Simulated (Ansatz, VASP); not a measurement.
# Be3S5 in VASP and in Ansatz

```
CELL_PARAMETERS angstrom
3.54295 0.00625 0.00059
0.09944 3.55487 0.00378
1.77431 1.51368 10.62912
ATOMIC_POSITIONS crystal
Be 0.35252 0.30503 0.38447
Be 0.71150 0.72252 0.61427
Be 0.93892 0.06721 0.99990
S 0.81581 0.51319 0.10383
S 0.89865 0.24811 0.28287
S 0.27014 0.75335 0.49912
S 0.50404 0.97072 0.90027
S 0.75842 0.16987 0.71527
```

Change from the starting cell: cell x1, atoms moved at random (sigma 0.1 Å) and cell strained at random (1.5 %), then relaxed without symmetry.

Alike in both runs: functional PBE; k mesh 4 × 4 × 2; occupations gaussian, width 0.1 eV; no spin polarisation.

Ansatz relaxed the structure, and its values are those at the end. VASP's run is a single point on that final structure, the one shown.

```csv
,VASP,Ansatz
version,VASP 6.6.1,Ansatz 0.2.0
potentials or method,"VASP PAW PBE potentials, release 64 (Be, S), cutoff 520 eV","scalar-relativistic, plane waves, PAW"
valence electrons in the cell,36,36
```

Ansatz gave:

| Property | Result |
| --- | --- |
| gap on the k mesh at the Fermi level (eV) | 1.20 |
| least direct gap on the mesh (eV) | 1.75 |
| pressure (GPa) | 0.0 |
| rms of the force components (eV/Å) | 0.008 |

Q: Which values does VASP return?

A: gap on the k mesh at the Fermi level (eV): 1.23; least direct gap on the mesh (eV): 1.77; pressure (GPa): -0.2; rms of the force components (eV/Å): 0.041.

The k mesh is coarse, so the values compare programs but aren't converged.
